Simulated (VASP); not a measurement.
# Y (P-1) in VASP: single point with PBE

Aim: the single point of Y with PBE.

Everything below comes from runs of VASP 6.6.1. Logs are shortened: lines on timing, memory, paths and dates and some standing lists are left out, and cuts for length are marked.

## (1) The cell of the first run

The typed cell holds 1 atom: a = 3.646 Å, b = 3.519 Å, c = 3.594 Å, α = 62.76°, β = 59.85°, γ = 60.16°.

## (2) Single point, PBE (the cell strained at random)

The input, INCAR:

```
SYSTEM = Y
  PREC = Accurate
  ENCUT = 520
  EDIFF = 1E-7
  ISMEAR = 0
  SIGMA = 0.1
  LREAL = .False.
  LASPH = .True.
  NELM = 80
  ALGO = Normal
  ISIF = 2
  LWAVE = .False.
  LCHARG = .False.
  GGA = PE
  NBANDS = 12
```

The input, KPOINTS:

```
Automatic mesh
0
Gamma
  7 7 7
  0 0 0
```

The input, POSCAR:

```
Y
1.0
   -0.0324820000      2.5968620000      2.5586560000
    2.4291180000     -0.0204910000      2.5466650000
    2.4623180000      2.6180700000     -0.0536910000
Y
1
Direct
    0.0000000000      0.0000000000      0.0000000000
```

Potentials or basis: VASP PAW PBE potentials, release 64 (Y_sv).

The run is started by

```console
$ cat potpaw_PBE.64/Y_sv/POTCAR > POTCAR
$ mpirun -np 1 vasp_std > vasp.out
```

OUTCAR:

```text
SYSTEM = Y
   PREC = Accurate
   ENCUT = 520
   EDIFF = 1E-7
   ISMEAR = 0
   LREAL = .False.
   LASPH = .True.
   NELM = 80
   ISIF = 2
   GGA = PE

 ion  position               nearest neighbor table
   1  0.000  0.000  0.000-

  LATTYP: Found a triclinic cell.
 ALAT       =     3.6457465427
 B/A-ratio  =     1.4152378787
 C/A-ratio  =     0.9855513492
 COS(alpha) =     0.0061710313
 COS(beta)  =     0.5273165478
 COS(gamma) =     0.6960964435

  Lattice vectors:

 A1 = (   0.0324820000,  -2.5968620000,  -2.5586560000)
 A2 = (   0.0656820000,   0.0416990000,  -5.1590120000)
 A3 = (   2.4616000000,  -2.6173530000,  -0.0119910000)

Analysis of symmetry for initial positions (statically):
=====================================================================
 Subroutine PRICEL returns:
 Original cell was already a primitive cell.

 Routine SETGRP: Setting up the symmetry group for a
 triclinic supercell.

 Subroutine GETGRP returns: Found  2 space group operations
 (whereof  2 operations were pure point group operations)
 out of a pool of  2 trial point group operations.

The static configuration has the point symmetry S_2 .

Analysis of symmetry for dynamics (positions and initial velocities):
=====================================================================
 Subroutine PRICEL returns:
 Original cell was already a primitive cell.

 Routine SETGRP: Setting up the symmetry group for a
 triclinic supercell.

 Subroutine GETGRP returns: Found  2 space group operations
 (whereof  2 operations were pure point group operations)
 out of a pool of  2 trial point group operations.

The dynamic configuration has the point symmetry S_2 .

 Subroutine INISYM returns: Found  2 space group operations
 (whereof  2 operations are pure point group operations),
 and found     1 'primitive' translations

----------------------------------------------------------------------------------------

                                     Primitive cell

  volume of cell :      33.2405

  direct lattice vectors                    reciprocal lattice vectors
    -0.032482000  2.596862000  2.558656000    -0.200545995  0.192569993  0.192838806
     2.429118000 -0.020491000  2.546665000     0.205718048 -0.189482189  0.194923128
     2.462318000  2.618070000 -0.053691000     0.200531553  0.189467670 -0.189751075

  length of vectors
     3.645746543  3.519451202  3.594465632     0.338361794  0.340908259  0.334837830

  position of ions in fractional coordinates (direct lattice)
     0.000000000  0.000000000  0.000000000

  ion indices of the primitive-cell ions
   primitive index   ion index
                 1           1

----------------------------------------------------------------------------------------

 KPOINTS: Automatic mesh

Automatic generation of k-mesh.
 Grid dimensions read from file:
 generate k-points for:    7    7    7

 Generating k-lattice:

  Cartesian coordinates                     Fractional coordinates (reciprocal lattice)
    -0.028649428  0.027509999  0.027548401     0.142857143 -0.000000000  0.000000000
     0.029388293 -0.027068884  0.027846161     0.000000000  0.142857143 -0.000000000
     0.028647365  0.027066810 -0.027107296     0.000000000  0.000000000  0.142857143

  Length of vectors
     0.048337399  0.048701180  0.047833976

  Shift w.r.t. Gamma in fractional coordinates (k-lattice)
     0.000000000  0.000000000  0.000000000

 Subroutine IBZKPT returns following result:
 ===========================================

 Found    172 irreducible k-points:

 Following reciprocal coordinates:
            Coordinates               Weight
  0.000000  0.000000  0.000000      1.000000
  0.142857 -0.000000 -0.000000      2.000000
  0.285714 -0.000000 -0.000000      2.000000
  0.428571 -0.000000 -0.000000      2.000000
  0.000000  0.142857  0.000000      2.000000
  0.142857  0.142857  0.000000      2.000000
[... 16 lines left out ...]
 -0.428571  0.428571  0.000000      2.000000
 -0.285714  0.428571  0.000000      2.000000
 [... further k-points ...]
   k-points           NKPTS =    172   k-points in BZ     NKDIM =    172   number of bands    NBANDS=     12
   number of dos      NEDOS =    301   number of ions     NIONS =      1
   total plane-waves  NPLWV =  21952
   dimension x,y,z NGX =    28 NGY =   28 NGZ =   28
   dimension x,y,z NGXF=    56 NGYF=   56 NGZF=   56
   ions per type =               1
   NGX,Y,Z   is equivalent  to a cutoff of  12.77, 13.23, 12.95 a.u.
   NGXF,Y,Z  is equivalent  to a cutoff of  25.54, 26.45, 25.90 a.u.
 SYSTEM =  Y
   PREC   = accura    normal or accurate (medium, high low for compatibility)
   ISTART =      0    job   : 0-new  1-cont  2-samecut
   ICHARG =      2    charge: 1-file 2-atom 10-const
   ISPIN  =      1    spin polarized calculation?
   LNONCOLLINEAR =      F non collinear calculations
   LSORBIT =      F    spin-orbit coupling
   LASPH  =      T    aspherical Exc in radial PAW
   ENCUT  =  520.0 eV  38.22 Ry    6.18 a.u.   6.78  6.54  6.68*2*pi/ulx,y,z
   NELM   =     80;   NELMIN=  2; NELMDL= -5     # of ELM steps
   EDIFF  = 0.1E-06   stopping-criterion for ELM
   LREAL  =      F    real-space projection
   EDIFFG = 0.1E-05   stopping-criterion for IOM
   NSW    =      0    number of steps for IOM
   IBRION =     -1    ionic relax: 0-MD 1-quasi-New 2-CG
   NFREE  =      0    steps in history (QN), initial steepest desc. (CG)
   ISIF   =      2    stress and relaxation
   ISYM   =      2    0-nonsym 1-usesym 2-fastsym
   POTIM  = 0.5000    time-step for ionic-motion
   TEBEG  =    0.0;   TEEND  =   0.0 temperature during run
   PSTRESS=    0.0 pullay stress
   NELECT =      11.0000    total number of electrons
   NUPDOWN=      -1.0000    fix difference up-down
   EMIN   =  10.00;   EMAX   =-10.00  energy-range for DOS
   EFERMI =   0.00;   METHOD = LEGACY
   ISMEAR =     0;   SIGMA  =   0.10  broadening in eV -4-tet -1-fermi 0-gaus
   EFERMI_NEDOS =   21; number of points for ismear=-14 and -15
   IALGO  =     38    algorithm
   IMIX   =      4    mixing-type and parameters
     AMIX     =   0.40;   BMIX     =  1.00
     AMIX_MAG =   1.60;   BMIX_MAG =  1.00
  volume/ion in A,a.u.               =      33.24       224.32
  Fermi-wavevector in a.u.,A,eV,Ry     =   1.132357  2.139844 17.445821  1.282232
  Thomas-Fermi vector in A             =   2.269058
   LORBIT       =      0    0 simple, 1 ext, 2 COOP (PROOUT), +10 PAW based schemes
   GGA     = PE    functional components
   LHFCALC =     F    Hartree Fock is set to
   AEXX    =    0.0000 exact exchange contribution
   IVDW    =     0    specifies the selected vdW correction
   LEPSILON=     F    determine dielectric tensor
   LRPA    =     F    only Hartree local field effects (RPA)
 non-spin polarized calculation
 Gauss-broadening in eV      SIGMA  =   0.10
  energy-cutoff  :      520.00
  volume of cell :       33.24
 maximum number of plane-waves:       911
   NGX = 13   NGY = 13   NGZ = 13

 number of electron      11.0000000 magnetization

 Free energy of the ion-electron system (eV)
  ---------------------------------------------------
  ext. energy  EPLUGINS =         0.00000000
  ---------------------------------------------------
  free energy    TOTEN  =        -6.40178505 eV

  energy without entropy =       -6.39470811  energy(sigma->0) =       -6.39824658

 E-fermi :   3.0116     XC(G=0):  -9.3770

 val. band max:        3.0114402413   @ k =   0.1429   0.4286   0.2857
 cond. band min:       3.0350787119   @ k =   0.2857   0.4286   0.1429
 fundamental gap:      0.0236384707
 Fermi energy:         3.0116020736

 k-point     1 :       0.0000    0.0000    0.0000
  band No.  band energies     occupation
      1     -39.7371      2.00000
      2     -19.4620      2.00000
      3     -19.4493      2.00000
      4     -19.4337      2.00000
      5      -1.7261      2.00000
      6       4.5210      0.00000
      7       4.6984      0.00000
      8       5.1002      0.00000
      9       6.4032      0.00000
     10       6.9947      0.00000
     11      11.9334      0.00000
     12      14.6011      0.00000

 k-point     2 :       0.1429   -0.0000   -0.0000
  band No.  band energies     occupation
      1     -39.7262      2.00000
      2     -19.5549      2.00000
      3     -19.4732      2.00000
      4     -19.4447      2.00000
      5      -1.2464      2.00000
      6       4.2500      0.00000
      7       4.6711      0.00000
      8       5.2882      0.00000
      9       6.2916      0.00000
     10       6.7720      0.00000
     11      12.8580      0.00000
     12      13.6086      0.00000

 k-point     3 :       0.2857   -0.0000   -0.0000
  band No.  band energies     occupation
      1     -39.7018      2.00000
      2     -19.7762      2.00000
      3     -19.5074      2.00000
      4     -19.4685      2.00000
      5      -0.0665      2.00000
      6       3.5558      0.00000
      7       4.5644      0.00000
      8       5.3514      0.00000
      9       6.8151      0.00000
     10       7.0060      0.00000
     11      11.6686      0.00000
     12      13.9397      0.00000

 k-point     4 :       0.4286   -0.0000   -0.0000
  band No.  band energies     occupation
      1     -39.6821      2.00000
      2     -19.9470      2.00000
      3     -19.5345      2.00000
      4     -19.4872      2.00000
      5       0.9151      2.00000
      6       3.4611      0.00000
      7       4.2669      0.00000
      8       5.0771      0.00000
      9       7.8645      0.00000
     10       7.9622      0.00000
     11      10.6657      0.00000
     12      11.9822      0.00000

 k-point     5 :       0.0000    0.1429    0.0000
  band No.  band energies     occupation
      1     -39.7254      2.00000
      2     -19.5500      2.00000
      3     -19.4697      2.00000
      4     -19.4590      2.00000
      5      -1.2379      2.00000
      6       4.2729      0.00000
      7       4.8945      0.00000
      8       5.0476      0.00000
      9       6.2794      0.00000
     10       6.7323      0.00000
     11      12.8462      0.00000
     12      13.7018      0.00000
[... 228 lines left out ...]
      1     -39.6717      2.00000
      2     -19.8745      2.00000
      3     -19.6243      2.00000
      4     -19.5742      2.00000
      5       1.2785      2.00000
      6       2.6755      2.00000
      7       3.9557      0.00000
      8       6.4300      0.00000
      9       7.5600      0.00000
     10       8.1224      0.00000
     11      11.4911      0.00000
     12      13.2125      0.00000

 k-point    22 :       0.4286    0.4286    0.0000
  band No.  band energies     occupation
      1     -39.6632      2.00000
      2     -19.9273      2.00000
      3     -19.6466      2.00000
      4     -19.5891      2.00000
      5       1.2511      2.00000
      6       2.3030      2.00000
      7       4.6000      0.00000
      8       7.7832      0.00000
      9       7.9950      0.00000
     10       8.1588      0.00000
     11      11.1786      0.00000
     12      11.7103      0.00000

 k-point    23 :      -0.4286    0.4286    0.0000
  band No.  band energies     occupation
      1     -39.6592      2.00000
      2     -19.9204      2.00000
      3     -19.6854      2.00000
      4     -19.6020      2.00000
      5       1.5602      2.00000
      6       2.3826      2.00000
      7       4.4383      0.00000
      8       7.3079      0.00000
      9       8.2169      0.00000
     10       9.2613      0.00000
     11       9.5985      0.00000
     12      11.8060      0.00000

 k-point    24 :      -0.2857    0.4286    0.0000
  band No.  band energies     occupation
      1     -39.6628      2.00000
      2     -19.8857      2.00000
      3     -19.7158      2.00000
      4     -19.5700      2.00000
      5       2.1420      2.00000
      6       2.5964      2.00000
      7       3.7567      0.00000
      8       6.0620      0.00000
      9       7.8515      0.00000
     10       8.7639      0.00000
     11      10.1369      0.00000
     12      12.8226      0.00000

 [... further k-points ...]
[... 5 lines left out ...]
  --------------------------------------------------------------------------------------
  -------------------------------------------------------------------------------------
  Total       -0.0050415     -0.3942168     -0.2764048      0.0042907      0.0962441      0.1797817
  in kB       -0.2429982    -19.0010796    -13.3225929      0.2068086      4.6389264      8.6654003
  external PRESSURE =     -10.8555569 kB  Pullay stress =       0.0000000 kB

 VOLUME and BASIS-vectors are now :
 -----------------------------------------------------------------------------
  energy-cutoff  :      520.00
  volume of cell :       33.24
      direct lattice vectors                 reciprocal lattice vectors
    -0.032482000  2.596862000  2.558656000    -0.200545995  0.192569993  0.192838806
     2.429118000 -0.020491000  2.546665000     0.205718048 -0.189482189  0.194923128
     2.462318000  2.618070000 -0.053691000     0.200531553  0.189467670 -0.189751075

 POSITION                                       TOTAL-FORCE (eV/Angst)
 -----------------------------------------------------------------------------------
      0.00000      0.00000      0.00000         0.000000      0.000000      0.000000
 -----------------------------------------------------------------------------------
    total drift:                               -0.000000     -0.000000     -0.000000

  FREE ENERGIE OF THE ION-ELECTRON SYSTEM (eV)
  ---------------------------------------------------
  free  energy   TOTEN  =        -6.4017850533 eV

  energy  without entropy=       -6.3947081131  energy(sigma->0) =       -6.39824658
```

Wall time 49 s (1 thread of Intel Xeon 6975P-C, shared host); peak memory 0.23 GiB.

What came out:

```
Free energy : -6.4018 eV
Pressure    : -1.1 GPa
```

Stress tensor (GPa, compression positive):
```
-0.02  0.02  0.87
 0.02 -1.90  0.46
 0.87  0.46 -1.33
```

Levels at points of the mesh, in eV from the Fermi level:
| k point | band 2 | band 3 | band 4 | band 5 | band 6 | band 7 | band 8 | band 9 |
| --- | --- | --- | --- | --- | --- | --- | --- | --- |
| (0.00, 0.00, 0.00) | -22.47 | -22.46 | -22.45 | -4.74 | 1.51 | 1.69 | 2.09 | 3.39 |

Caveat: the cell differs from its parent crystal (the cell strained at random).
